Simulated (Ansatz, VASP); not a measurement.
**Ba: VASP beside Ansatz**

```
CELL_PARAMETERS angstrom
-2.47853 2.47853 2.47853
2.47853 -2.47853 2.47853
2.47853 2.47853 -2.47853
ATOMIC_POSITIONS crystal
Ba 0.00000 0.00000 0.00000
```

Alike in both runs: task single point; functional PBE; k mesh 15 × 15 × 15; occupations fermi-dirac, width 0.1 eV; no spin polarisation.

```csv
,VASP,Ansatz
version,VASP 6.6.1,Ansatz 0.2.0
potentials or method,"VASP PAW PBE potentials, release 64 (Ba_sv), cutoff 520 eV","plane waves (420 eV) with PAW, scalar-relativistic"
valence electrons in the cell,10,10
```

```csv
,VASP,Ansatz,Ansatz less VASP
pressure (GPa),0.4,0.4,-0.06
```

Spin-orbit coupling is off throughout.
